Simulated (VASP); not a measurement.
Write the native input for VASP 6.6.1 that does the following.

```
Task                   : single point
Functional             : LDA
Potentials or basis    : VASP PAW LDA potentials, release 64 (Li_sv, H, F)
Cutoff                 : 520 eV
k mesh                 : 9 × 9 × 9
Occupations            : gaussian, width 0.05 eV
Spin                   : no spin polarisation
Dipole correction      : no
Further INCAR settings : ALGO = Normal; EDIFF = 1e-06; NBANDS = 17
```

The structure of LiHF2 lies in POSCAR:

```
LiHF2
1.0
    1.4860718052      0.8579839568      4.3296110341
   -1.4860718052      0.8579839568      4.3296110341
    0.0000000000     -1.7159679136      4.3296110341
Li H F
1 1 2
Direct
    0.0000000000      0.0000000000      0.0000000000
    0.5000000000      0.5000000000      0.5000000000
    0.4125119035      0.4125119035      0.4125119035
    0.5874880965      0.5874880965      0.5874880965
```

This cell differs from its parent crystal: strain +0.030 along x and y, +0.000 along z.

One way to write it, as run:

INCAR

```
SYSTEM = LiHF2
PREC = Accurate
ENCUT = 520
EDIFF = 1E-6
ISMEAR = 0
SIGMA = 0.05
LREAL = .False.
LASPH = .True.
NELM = 60
ALGO = Normal
ISIF = 2
LWAVE = .False.
LCHARG = .False.
NBANDS = 17
```

KPOINTS

```
Automatic mesh
0
Gamma
  9 9 9
  0 0 0
```

Potentials or basis: VASP PAW LDA potentials, release 64 (Li_sv, H, F).

Launch:

```sh
$ cat potpaw_LDA.64/Li_sv/POTCAR potpaw_LDA.64/H/POTCAR potpaw_LDA.64/F/POTCAR > POTCAR
$ mpirun -np 1 vasp_std > vasp.out
```

It gave:

* Largest force: 0.225 eV/Å
* Band gap on the k mesh: 7.97 eV, indirect (least direct gap 8.20 eV)

Caveat: the cell differs from its parent crystal (strain +0.030 along x and y, +0.000 along z).

Wall time 49 s on 1 thread of Intel(R) Xeon(R) Platinum 8488C (Sapphire Rapids), on a shared host, peak memory 0.18 GiB.
